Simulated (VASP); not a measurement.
A run of VASP 6.6.1:

The input INCAR:

```
SYSTEM = I
ALGO = Normal
EDIFF = 1E-7
ENCUT = 520
ISIF = 2
ISMEAR = 0
LASPH = .TRUE.
LCHARG = .FALSE.
LREAL = .FALSE.
LWAVE = .FALSE.
NBANDS = 22
NELM = 60
PREC = Accurate
SIGMA = 0.02
```

File KPOINTS:

```
k-points
0
G
  8 8 4
  0 0 0
```

Contents of POSCAR:

```
I
1.0
    3.7437251000     -2.2992025000      0.0000000000
    3.7437251000      2.2992025000      0.0000000000
    0.0000000000      0.0000000000      9.6341802000
I
4
Direct
    0.8564126263      0.1435873737      0.1072704214
    0.6435873737      0.3564126263      0.6072704214
    0.1435873737      0.8564126263      0.8927295786
    0.3564126263      0.6435873737      0.3927295786
```

Potentials or basis: VASP PAW LDA potentials, release 64 (I).

Launch:

```bash
$ cat potpaw_LDA.64/I/POTCAR > POTCAR
$ mpirun -np 1 vasp_std > vasp.out
```

Hardware: 1 thread of Oxide Virtual Turin-like Processor (shared host).

Task: How long does it take, and how much memory?

Result: It took 5.1 min on 1 thread of Oxide Virtual Turin-like Processor, with other jobs on the host, peak memory 0.3 GiB. Counts: scf iterations 14, k points 63.
